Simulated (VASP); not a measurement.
Si (a cell with a defect): relaxation of the atoms with PBEsol

Si (a cell with a defect):

```
Si
1.0
     0.00000    5.43383   -5.43383
     5.43383    5.43383    0.00000
     5.43383    0.00000   -5.43383
Si
15
Direct
  0.12500 0.12500 0.12500
  0.12500 0.62500 0.12500
  0.62500 0.12500 0.12500
  0.62500 0.62500 0.12500
  0.12500 0.12500 0.62500
  0.12500 0.62500 0.62500
  0.62500 0.12500 0.62500
  0.62500 0.62500 0.62500
  0.25000 0.25000 0.25000
  0.75000 0.75000 0.25000
  0.75000 0.25000 0.25000
  0.25000 0.75000 0.75000
  0.25000 0.25000 0.75000
  0.75000 0.75000 0.75000
  0.75000 0.25000 0.75000
```

- Program: VASP 6.6.1
- Task: relaxation of the atoms
- Functional: PBEsol
- Potentials or basis: VASP PAW PBE potentials, release 64 (Si)
- Cutoff: 520 eV
- k mesh: 3 × 3 × 3
- Occupations: gaussian, width 0.02 eV
- Spin: no spin polarisation
- Dipole correction: no
- Further INCAR settings: LREAL = Auto; ALGO = Normal; EDIFF = 1e-06; IBRION = 2; EDIFFG = -0.02; NSW = 80

- Energy gained by relaxing: 1.0 meV/atom
- Ionic steps: 6
- Pressure after relaxing: -2.0 GPa
- Largest force after relaxing: 0.008 eV/Å
- Band gap on the k mesh: zero (band 30 reaches 5.94 eV, above the bottom of band 31 at 5.23 eV)

Forces in eV/Å, atoms in the order of the input:
```
Si   0.003  0.003  0.003
Si  -0.003 -0.003  0.003
Si   0.005 -0.005 -0.005
Si  -0.003  0.003 -0.003
Si  -0.005  0.005 -0.005
Si   0.003 -0.003 -0.003
Si  -0.005 -0.005  0.005
Si   0.005  0.005  0.005
Si   0.000  0.000 -0.004
Si   0.004  0.000  0.000
Si   0.000 -0.004  0.000
Si   0.000  0.004  0.000
Si  -0.004  0.000  0.000
Si   0.000  0.000  0.004
Si   0.000  0.000  0.000
```

Step by step:
```tsv
step	energy change (eV)	largest force (eV/Å)	pressure (GPa)
1	0.0000	0.1913	-1.54
2	-0.0066	0.1393	-1.64
3	-0.0119	0.0846	-1.81
4	-0.0120	0.0963	-1.84
5	-0.0149	0.0344	-1.94
6	-0.0153	0.0082	-1.99
```

Final structure:
```
Si
1.0
     0.00000    5.43383   -5.43383
     5.43383    5.43383    0.00000
     5.43383    0.00000   -5.43383
Si
15
Direct
  0.12719 0.11842 0.12719
  0.12719 0.62719 0.12719
  0.62497 0.12497 0.12510
  0.61842 0.62719 0.12719
  0.12510 0.12497 0.62497
  0.12719 0.62719 0.61842
  0.62497 0.12497 0.62497
  0.62497 0.62510 0.62497
  0.25005 0.24995 0.25005
  0.74995 0.75005 0.25005
  0.74995 0.24995 0.25005
  0.25005 0.75005 0.74995
  0.25005 0.24995 0.74995
  0.74995 0.75005 0.74995
  0.75000 0.25000 0.75000
```

Levels at points of the mesh, in eV from the Fermi level:
```
           k point  band 28  band 29  band 30  band 31  band 32  band 33
(0.00, 0.00, 0.00)    -0.48    -0.48     0.74     0.74     0.74     0.75
```

Wall time 2.8 min on 1 thread of Intel(R) Xeon(R) 6975P-C (Granite Rapids) (shared host), peak memory 0.5 GiB.

Caveat: the PAW data sets were made with another functional, which shifts forces and pressure a little.
